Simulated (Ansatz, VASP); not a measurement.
One calculation of Sn, two programs

```
Sn
1.0
    -2.92023    2.92023    1.57559
     2.92023   -2.92023    1.57559
     2.92023    2.92023   -1.57559
Sn
2
Direct
  0.00000 0.00000 0.00000
  0.75000 0.25000 0.50000
```

Alike in both runs: functional PBEsol; k mesh 16 × 16 × 16; occupations gaussian, width 0.1 eV; no spin polarisation.

Ansatz relaxed the structure, and its values are those at the end. VASP's run is a single point on that final structure, the one shown.

|  | VASP | Ansatz |
| --- | --- | --- |
| version | VASP 6.6.1 | Ansatz 0.2.0 |
| potentials or method | VASP PAW PBE potentials, release 64 (Sn_d), cutoff 520 eV | scalar-relativistic, plane waves, PAW |
| valence electrons in the cell | 28 | 28 |

|  | VASP | Ansatz | Ansatz less VASP |
| --- | --- | --- | --- |
| gap on the k mesh at the Fermi level (eV) | none | none | - |
| pressure (GPa) | 0.0 | 0.0 | +0.03 |

VASP's potentials were made for PBE, not for PBEsol, and Ansatz warns of the same on its side. A gap of «none» marks a metal or a gap that the smearing closes.
